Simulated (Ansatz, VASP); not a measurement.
**One calculation of Be3CdS2, two programs**

File INCAR:

```
PREC = Accurate
ENCUT = 600
EDIFF = 1E-6
ISMEAR = 0
SIGMA = 0.1
LREAL = False
LASPH = True
NELM = 120
ALGO = Normal
ISIF = 2
LWAVE = False
LCHARG = False
GGA = PE
NBANDS = 24
GGA_COMPAT = False
```

Contents of KPOINTS:

```
Automatic mesh
0
Gamma
  4 4 6
```

Contents of POSCAR:

```
Be3CdS2
1.0
    2.8337567600     -4.9027328000      0.0000000000
    2.8337567600      4.9027328000      0.0000000000
   -0.0214443100      0.0000000000      3.2332911100
Be Cd S
3 1 2
Direct
    0.0000000000      0.5000000000      0.5000000000
    0.5000000000      0.0000000000      0.5000000000
    0.5000000000      0.5000000000      0.5000000000
    0.0000000000      0.0000000000      0.0000000000
    0.6680000000      0.3320000000      0.0000000000
    0.3320000000      0.6680000000      0.0000000000
```

Input for Ansatz:

```yaml
crystal:
  lattice:
    - [2.83375676, -4.9027328, 0.0]
    - [2.83375676, 4.9027328, 0.0]
    - [-0.02144431, 0.0, 3.23329111]
  atoms:
    - { symbol: Be, position: [0.0, 0.5, 0.5] }
    - { symbol: Be, position: [0.5, 0.0, 0.5] }
    - { symbol: Be, position: [0.5, 0.5, 0.5] }
    - { symbol: Cd, position: [0.0, 0.0, 0.0] }
    - { symbol: S, position: [0.668, 0.332, 0.0] }
    - { symbol: S, position: [0.332, 0.668, 0.0] }
basis:
  ecutwfc: 420
kpoints:
  mp_grid: { grid: [4, 4, 6] }
hamiltonian:
  xc: pbe
scf:
  occupations: { method: gaussian, width: 0.1 }
  lower_state_search: "off"
output:
  forces: true
  stress: true
  eigenvalues: true
```

Change from the starting cell: species swapped into the YB2Ir3 type (C2/m, No. 12).

Alike in both runs: task single point; functional PBE; k mesh 4 × 4 × 6; occupations gaussian, width 0.1 eV; no spin polarisation.

```csv
,VASP,Ansatz
version,VASP 6.6.1,Ansatz 0.2.0
potentials or method,"VASP PAW PBE potentials, release 64 (Be, Cd, S), cutoff 600 eV","scalar-relativistic, plane waves, PAW"
valence electrons in the cell,30,38
```

Ansatz gave:

| Quantity | Value |
| --- | --- |
| gap on the k mesh at the Fermi level (eV) | none |
| pressure (GPa) | -3.6 |
| traceless stress, the component that is largest in VASP (GPa) | -6.47 |
| rms of the force components (eV/Å) | 0.005 |

Question: Which values does VASP return?

Answer: gap on the k mesh at the Fermi level (eV): none; pressure (GPa): -3.5; traceless stress, the component that is largest in VASP (GPa): -6.44; rms of the force components (eV/Å): 0.006.

Atom by atom the forces differ by 0.000 eV/Å (rms over components). A gap of «none» marks a metal or a gap that the smearing closes. VASP's potentials hold 30 valence electrons a cell and Ansatz's 38, so a difference there can come from the potentials and not from the codes.
